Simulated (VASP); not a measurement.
# MgO: single point with PBEsol

Crystal: MgO.

```
CELL_PARAMETERS angstrom
3.32582 0.00000 0.00000
-1.66291 2.88024 0.00000
0.00000 0.00000 4.95215
ATOMIC_POSITIONS crystal
Mg 0.33333 0.66667 0.98005
Mg 0.66667 0.33333 0.48005
O 0.33333 0.66667 0.40094
O 0.66667 0.33333 0.90094
```

This cell differs from its parent crystal: c/a of the conventional cell at fixed volume 1.4890.

* Program: VASP 6.6.1
* Task: single point
* Functional: PBEsol
* Potentials or basis: VASP PAW PBE potentials, release 64 (Mg, O)
* Cutoff: 520 eV
* k mesh: 9 × 9 × 6
* Occupations: gaussian, width 0.05 eV
* Spin: no spin polarisation
* Dipole correction: no
* Further INCAR settings: ALGO = Normal; EDIFF = 1e-06; NBANDS = 16

```json
{"Pressure": "-1.0 GPa", "Largest force": "0.380 eV/Å", "Band gap on the k mesh": "3.15 eV, direct"}
```

Forces on the atoms (eV/Å):
```
Mg   0.000  0.000  0.380
Mg   0.000  0.000  0.380
O    0.000  0.000 -0.380
O    0.000  0.000 -0.380
```

Stress tensor (GPa, compression positive):
```
 1.26  0.00  0.00
 0.00  1.26  0.00
 0.00  0.00 -5.66
```

Levels at points of the mesh, in eV from the valence-band top:
| k point | band 6 | band 7 | band 8 | band 9 | band 10 | band 11 |
| --- | --- | --- | --- | --- | --- | --- |
| (0.00, 0.00, 0.00) | -0.65 | -0.65 | 0.00 | 3.15 | 8.37 | 10.11 |
| (0.00, 0.00, 0.50) | -0.84 | -0.84 | -0.84 | 5.78 | 5.78 | 12.95 |

It took 14 s on 1 thread of Intel(R) Xeon(R) 6975P-C (Granite Rapids) (shared host), peak memory 0.19 GiB.

Caveat: the PAW data sets were made with another functional, which shifts forces and pressure a little. A k mesh can miss the band edges.
